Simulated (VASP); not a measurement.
# ZrH (I-4m2) in VASP: further runs

The runs below take ZrH through single point, with PBEsol.

All numbers are computed with VASP 6.6.1; they aren't measurements. Logs are shortened: lines on timing, memory, paths and dates and some standing lists are left out, and cuts for length are marked.

## (1) The cell of the first run

The structure is tetragonal, space group I-4m2 (No. 119). The conventional cell has a = 3.288 Å, b = 3.288 Å, c = 5.009 Å, α = 90.00°, β = 90.00°, γ = 90.00°. Zr (site symmetry -4m2) has 4 H at 2.07 Å within 2.7 Å. Within 2.7 Å of H (site symmetry -4m2) lie 4 Zr at 2.07 Å.

## (2) Single point, PBEsol

Input file INCAR:

```
  PREC = Accurate
  ENCUT = 520
  EDIFF = 1E-7
  ISMEAR = 1
  SIGMA = 0.1
  LREAL = False
  LASPH = True
  NELM = 60
  ALGO = Normal
  ISIF = 2
  LWAVE = False
  LCHARG = False
  GGA = PS
  NBANDS = 14
```

Input file KPOINTS:

```
regular mesh
0
Gamma
  13 13 13
```

Input file POSCAR:

```
ZrH
1.0
    3.4171450139     -0.0000000149     -0.0000000204
    0.2537634272      3.4077095194     -0.0000000204
   -1.8354542067     -1.7038547394      2.3248369681
Zr H
1 1
Direct
    0.0000000000      0.0000000000      0.0000000000
    0.7500000000      0.2500000000      0.5000000000
```

Potentials or basis: VASP PAW PBE potentials, release 64 (Zr_sv, H).

Command:

```
$ cat potpaw_PBE.64/Zr_sv/POTCAR potpaw_PBE.64/H/POTCAR > POTCAR
$ mpirun -np 1 vasp_std > vasp.out
```

OUTCAR:

```text
PREC = Accurate
   ENCUT = 520
   EDIFF = 1E-7
   ISMEAR = 1
   LREAL = False
   LASPH = True
   NELM = 60
   ISIF = 2
   GGA = PS

 ion  position               nearest neighbor table
   1  0.000  0.000  0.000-   2 2.07   2 2.07   2 2.07   2 2.07
   2  0.750  0.250  0.500-   1 2.07   1 2.07   1 2.07   1 2.07

  LATTYP: Found a body centered tetragonal cell.
 ALAT       =     3.2878159417
 C/A-ratio  =     1.5234421981

  Lattice vectors:

 A1 = (   3.4171450139,  -0.0000000149,  -0.0000000204)
 A2 = (   0.2537634272,   3.4077095194,  -0.0000000204)
 A3 = (  -1.8354542067,  -1.7038547394,   2.3248369681)

Analysis of symmetry for initial positions (statically):
=====================================================================
 Subroutine PRICEL returns:
 Original cell was already a primitive cell.

 Routine SETGRP: Setting up the symmetry group for a
 body centered tetragonal supercell.

 Subroutine GETGRP returns: Found  8 space group operations
 (whereof  8 operations were pure point group operations)
 out of a pool of 16 trial point group operations.

The static configuration has the point symmetry D_2d.

Analysis of symmetry for dynamics (positions and initial velocities):
=====================================================================
 Subroutine PRICEL returns:
 Original cell was already a primitive cell.

 Routine SETGRP: Setting up the symmetry group for a
 body centered tetragonal supercell.

 Subroutine GETGRP returns: Found  8 space group operations
 (whereof  8 operations were pure point group operations)
 out of a pool of 16 trial point group operations.

The dynamic configuration has the point symmetry D_2d.

 Subroutine INISYM returns: Found  8 space group operations
 (whereof  8 operations are pure point group operations),
 and found     1 'primitive' translations

----------------------------------------------------------------------------------------

                                     Primitive cell

  volume of cell :      27.0719

  direct lattice vectors                    reciprocal lattice vectors
     3.417145014 -0.000000015 -0.000000020     0.292641957 -0.021792298  0.215068845
     0.253763427  3.407709519 -0.000000020     0.000000003  0.293452244  0.215068845
    -1.835454207 -1.703854739  2.324836968     0.000000003  0.000000002  0.430137692

  length of vectors
     3.417145014  3.417145014  3.417145014     0.363825270  0.363825270  0.430137692

  position of ions in fractional coordinates (direct lattice)
     0.000000000  0.000000000  0.000000000
     0.750000000  0.250000000  0.500000000

  ion indices of the primitive-cell ions
   primitive index   ion index
                 1           1
                 2           2

----------------------------------------------------------------------------------------

 KPOINTS: regular mesh

Automatic generation of k-mesh.
 Grid dimensions read from file:
 generate k-points for:   13   13   13

 Generating k-lattice:

  Cartesian coordinates                     Fractional coordinates (reciprocal lattice)
     0.022510920 -0.001676331  0.016543757     0.076923077  0.000000000  0.000000000
     0.000000000  0.022573250  0.016543757    -0.000000000  0.076923077  0.000000000
     0.000000000  0.000000000  0.033087515    -0.000000000  0.000000000  0.076923077

  Length of vectors
     0.027986559  0.027986559  0.033087515

  Shift w.r.t. Gamma in fractional coordinates (k-lattice)
     0.000000000  0.000000000  0.000000000

 Subroutine IBZKPT returns following result:
 ===========================================

 Found    196 irreducible k-points:

 Following reciprocal coordinates:
            Coordinates               Weight
  0.000000  0.000000  0.000000      1.000000
  0.076923 -0.000000 -0.000000      8.000000
  0.153846 -0.000000 -0.000000      8.000000
  0.230769 -0.000000 -0.000000      8.000000
  0.307692 -0.000000 -0.000000      8.000000
  0.384615 -0.000000 -0.000000      8.000000
[... 16 lines left out ...]
  0.384615  0.153846 -0.000000     16.000000
  0.461538  0.153846 -0.000000     16.000000
 [... further k-points ...]
   k-points           NKPTS =    196   k-points in BZ     NKDIM =    196   number of bands    NBANDS=     14
   number of dos      NEDOS =    301   number of ions     NIONS =      2
   total plane-waves  NPLWV =  21952
   dimension x,y,z NGX =    28 NGY =   28 NGZ =   28
   dimension x,y,z NGXF=    56 NGYF=   56 NGZF=   56
   ions per type =               1   1
   NGX,Y,Z   is equivalent  to a cutoff of  13.62, 13.62, 13.62 a.u.
   NGXF,Y,Z  is equivalent  to a cutoff of  27.24, 27.24, 27.24 a.u.
 SYSTEM =  unknown system
   PREC   = accura    normal or accurate (medium, high low for compatibility)
   ISTART =      0    job   : 0-new  1-cont  2-samecut
   ICHARG =      2    charge: 1-file 2-atom 10-const
   ISPIN  =      1    spin polarized calculation?
   LNONCOLLINEAR =      F non collinear calculations
   LSORBIT =      F    spin-orbit coupling
   LASPH  =      T    aspherical Exc in radial PAW
   ENCUT  =  520.0 eV  38.22 Ry    6.18 a.u.   6.35  6.35  6.35*2*pi/ulx,y,z
   NELM   =     60;   NELMIN=  2; NELMDL= -5     # of ELM steps
   EDIFF  = 0.1E-06   stopping-criterion for ELM
   LREAL  =      F    real-space projection
   EDIFFG = 0.1E-05   stopping-criterion for IOM
   NSW    =      0    number of steps for IOM
   IBRION =     -1    ionic relax: 0-MD 1-quasi-New 2-CG
   NFREE  =      0    steps in history (QN), initial steepest desc. (CG)
   ISIF   =      2    stress and relaxation
   ISYM   =      2    0-nonsym 1-usesym 2-fastsym
   POTIM  = 0.5000    time-step for ionic-motion
   TEBEG  =    0.0;   TEEND  =   0.0 temperature during run
   PSTRESS=    0.0 pullay stress
   NELECT =      13.0000    total number of electrons
   NUPDOWN=      -1.0000    fix difference up-down
   EMIN   =  10.00;   EMAX   =-10.00  energy-range for DOS
   EFERMI =   0.00;   METHOD = LEGACY
   ISMEAR =     1;   SIGMA  =   0.10  broadening in eV -4-tet -1-fermi 0-gaus
   EFERMI_NEDOS =   21; number of points for ismear=-14 and -15
   IALGO  =     38    algorithm
   IMIX   =      4    mixing-type and parameters
     AMIX     =   0.40;   BMIX     =  1.00
     AMIX_MAG =   1.60;   BMIX_MAG =  1.00
  volume/ion in A,a.u.               =      13.54        91.35
  Fermi-wavevector in a.u.,A,eV,Ry     =   1.281986  2.422601 22.360997  1.643487
  Thomas-Fermi vector in A             =   2.414323
   LORBIT       =      0    0 simple, 1 ext, 2 COOP (PROOUT), +10 PAW based schemes
   GGA     = PS    functional components
   LHFCALC =     F    Hartree Fock is set to
   AEXX    =    0.0000 exact exchange contribution
   IVDW    =     0    specifies the selected vdW correction
   LEPSILON=     F    determine dielectric tensor
   LRPA    =     F    only Hartree local field effects (RPA)
 non-spin polarized calculation
 Methfessel and Paxton  Order N= 1 SIGMA  =   0.10
  energy-cutoff  :      520.00
  volume of cell :       27.07
 maximum number of plane-waves:       742
 NGX is ok and might be reduce to    28
   NGX = 13   NGY = 13   NGZ = 13

 number of electron      12.9999999 magnetization

 Free energy of the ion-electron system (eV)
  ---------------------------------------------------
  ext. energy  EPLUGINS =         0.00000000
  ---------------------------------------------------
  free energy    TOTEN  =       -13.10778131 eV

  energy without entropy =      -13.10695617  energy(sigma->0) =      -13.10750627

 E-fermi :   7.5448     XC(G=0): -10.9891

 val. band max:        7.5429965933   @ k =  -0.1538  -0.3846   0.1538
 cond. band min:       7.5458160386   @ k =  -0.4615   0.2308   0.0000
 fundamental gap:      0.0028194453
 Fermi energy:         7.5448321127

 k-point     1 :       0.0000    0.0000    0.0000
  band No.  band energies     occupation
      1     -41.2251      2.00000
      2     -18.9621      2.00000
      3     -18.9369      2.00000
      4     -18.9369      2.00000
      5      -0.2479      2.00000
      6       7.7239     -0.02955
      7       8.3581     -0.00000
      8       8.3581     -0.00000
      9       9.8602      0.00000
     10      10.8854      0.00000
     11      11.6489      0.00000
     12      19.9498      0.00000
     13      21.4883      0.00000
     14      21.4883      0.00000

 k-point     2 :       0.0769   -0.0000   -0.0000
  band No.  band energies     occupation
      1     -41.2205      2.00000
      2     -18.9879      2.00000
      3     -18.9576      2.00000
      4     -18.9399      2.00000
      5      -0.1169      2.00000
      6       7.6188      0.05398
      7       8.1560     -0.00000
      8       8.4362     -0.00000
      9       9.8427      0.00000
     10      10.7907      0.00000
     11      12.1650      0.00000
     12      19.9079      0.00000
     13      21.0317      0.00000
     14      21.8066      0.00000

 k-point     3 :       0.1538   -0.0000   -0.0000
  band No.  band energies     occupation
      1     -41.2076      2.00000
      2     -19.0934      2.00000
      3     -18.9793      2.00000
      4     -18.9483      2.00000
      5       0.2428      2.00000
      6       7.0958      2.00000
      7       8.1578     -0.00000
      8       8.6294     -0.00000
      9       9.8459      0.00000
     10      10.5940      0.00000
     11      13.2262      0.00000
     12      19.1768      0.00000
     13      21.5231      0.00000
     14      22.6847      0.00000
[... 324 lines left out ...]
 k-point    23 :       0.3846    0.1538   -0.0000
  band No.  band energies     occupation
      1     -41.1390      2.00000
      2     -19.5277      2.00000
      3     -19.1295      2.00000
      4     -19.0549      2.00000
      5       1.8344      2.00000
      6       6.8430      2.00000
      7       7.5150      1.48123
      8       8.5462     -0.00000
      9      11.1683      0.00000
     10      12.4030      0.00000
     11      14.9930      0.00000
     12      16.1265      0.00000
     13      19.4230      0.00000
     14      21.1540      0.00000

 k-point    24 :       0.4615    0.1538   -0.0000
  band No.  band energies     occupation
      1     -41.1350      2.00000
      2     -19.5596      2.00000
      3     -19.1201      2.00000
      4     -19.0679      2.00000
      5       1.8716      2.00000
      6       6.8237      2.00000
      7       7.5607      0.73501
      8       8.5187     -0.00000
      9      11.7681      0.00000
     10      12.3030      0.00000
     11      14.6405      0.00000
     12      16.0085      0.00000
     13      19.6496      0.00000
     14      20.2086      0.00000

 [... further k-points ...]

------------------------ aborting loop because EDIFF is reached ----------------------------------------

  FORCE on cell =-STRESS in cart. coord.  units (eV):
  Direction    XX          YY          ZZ          XY          YZ          ZX
  --------------------------------------------------------------------------------------
  -------------------------------------------------------------------------------------
  Total       -0.7373085     -0.7376316     -0.7396457      0.0021697     -0.0000000     -0.0000000
  in kB      -43.6356388    -43.6547630    -43.7739630      0.1284066     -0.0000000     -0.0000000
  external PRESSURE =     -43.6881216 kB  Pullay stress =       0.0000000 kB

 VOLUME and BASIS-vectors are now :
 -----------------------------------------------------------------------------
  energy-cutoff  :      520.00
  volume of cell :       27.07
      direct lattice vectors                 reciprocal lattice vectors
     3.417145014 -0.000000015 -0.000000020     0.292641957 -0.021792298  0.215068845
     0.253763427  3.407709519 -0.000000020     0.000000003  0.293452244  0.215068845
    -1.835454207 -1.703854739  2.324836968     0.000000003  0.000000002  0.430137692

 POSITION                                       TOTAL-FORCE (eV/Angst)
 -----------------------------------------------------------------------------------
      0.00000      0.00000      0.00000        -0.000000     -0.000000      0.000000
      1.70857     -0.00000      1.16242         0.000000      0.000000     -0.000000
 -----------------------------------------------------------------------------------
    total drift:                                0.000000     -0.000000     -0.000000

  FREE ENERGIE OF THE ION-ELECTRON SYSTEM (eV)
  ---------------------------------------------------
  free  energy   TOTEN  =       -13.1077813134 eV

  energy  without entropy=      -13.1069561715  energy(sigma->0) =      -13.10750627
```

Run time: 1.8 min. Hardware: 1 thread of Intel Xeon Platinum 8375C at 2.90GHz (Ice Lake), shared host; peak memory 0.21 GiB.

What came out:

| Item | Value |
| --- | --- |
| Free energy | -13.1078 eV |
| Pressure | -4.4 GPa |
| Band gap on the k mesh | zero (an odd number of electrons rules out a gap without spin polarisation) |

Levels at points of the mesh, in eV from the Fermi level:
| k point | band 4 | band 5 | band 6 | band 7 | band 8 | band 9 |
| --- | --- | --- | --- | --- | --- | --- |
| (0.00, 0.00, 0.00) | -26.48 | -7.79 | 0.18 | 0.81 | 0.81 | 2.32 |

Caveat: the cell stands under tension; the PAW data sets were made with another functional, which shifts forces and pressure a little.

## (3) Single point, PBEsol

Input file INCAR:

```
SYSTEM = ZrH
PREC = Accurate
ENCUT = 520
EDIFF = 1E-6
ISMEAR = 1
SIGMA = 0.05
LREAL = .False.
LASPH = .True.
NELM = 100
ALGO = Normal
ISIF = 2
LWAVE = .False.
LCHARG = .False.
GGA = PS
NBANDS = 14
```

Input file KPOINTS:

```
Automatic mesh
0
Gamma
  13 13 13
  0 0 0
```

POSCAR is that of step 2.

Potentials or basis: VASP PAW PBE potentials, release 64 (Zr_sv, H).

Command:

```
$ cat potpaw_PBE.64/Zr_sv/POTCAR potpaw_PBE.64/H/POTCAR > POTCAR
$ mpirun -np 1 vasp_std > vasp.out
```

Run time: 84 s. Hardware: 1 thread of Intel Xeon Platinum 8375C at 2.90GHz (Ice Lake), shared host; peak memory 0.21 GiB.

It converged, with:

```
Free energy            : -13.1074 eV
Pressure               : -4.4 GPa
Band gap on the k mesh : zero (an odd number of electrons rules out a gap without spin polarisation)
```

Levels at points of the mesh, in eV from the Fermi level:
| k point | band 4 | band 5 | band 6 | band 7 | band 8 | band 9 |
| --- | --- | --- | --- | --- | --- | --- |
| (0.00, 0.00, 0.00) | -26.48 | -7.79 | 0.18 | 0.81 | 0.81 | 2.31 |

Caveat: the cell stands under tension; the PAW data sets were made with another functional, which shifts forces and pressure a little.

(Continued in part 2 of 2.)
